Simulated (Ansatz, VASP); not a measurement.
# HfAlO: VASP beside Ansatz

```
CELL_PARAMETERS angstrom
3.34070 0.00000 0.00000
0.00000 3.34070 0.00000
0.00000 0.00000 7.65672
ATOMIC_POSITIONS crystal
Hf 0.50000 0.00000 0.68140
Hf 0.00000 0.50000 0.31860
Al 0.00000 0.00000 0.00000
Al 0.50000 0.50000 0.00000
O 0.50000 0.00000 0.39616
O 0.00000 0.50000 0.60384
```

Change from the starting cell: species swapped into the BaMnGe type (P4/nmm, No. 129).

Alike in both runs: functional PBE; k mesh 6 × 6 × 2; occupations gaussian, width 0.1 eV; no spin polarisation.

Ansatz relaxed the structure, and its values are those at the end. VASP's run is a single point on that final structure, the one shown.

|  | VASP | Ansatz |
| --- | --- | --- |
| version | VASP 6.6.1 | Ansatz 0.2.0 |
| potentials or method | VASP PAW PBE potentials, release 64 (Hf_pv, Al, O), cutoff 520 eV | scalar-relativistic, plane waves, PAW |
| valence electrons in the cell | 38 | 70 |

Ansatz gave:

```
gap on the k mesh at the Fermi level (eV) : none
pressure (GPa)                            : 0.0
rms of the force components (eV/Å)        : 0.005
```

Q: What did VASP give for the same quantities?

A: gap on the k mesh at the Fermi level (eV): none; pressure (GPa): -1.2; rms of the force components (eV/Å): 0.053.

A gap of «none» marks a metal or a gap that the smearing closes. VASP's potentials hold 38 valence electrons a cell and Ansatz's 70, so a difference there can come from the potentials and not from the codes.

The k mesh is coarse, so the values compare programs but aren't converged. Neither program's run includes spin-orbit coupling.
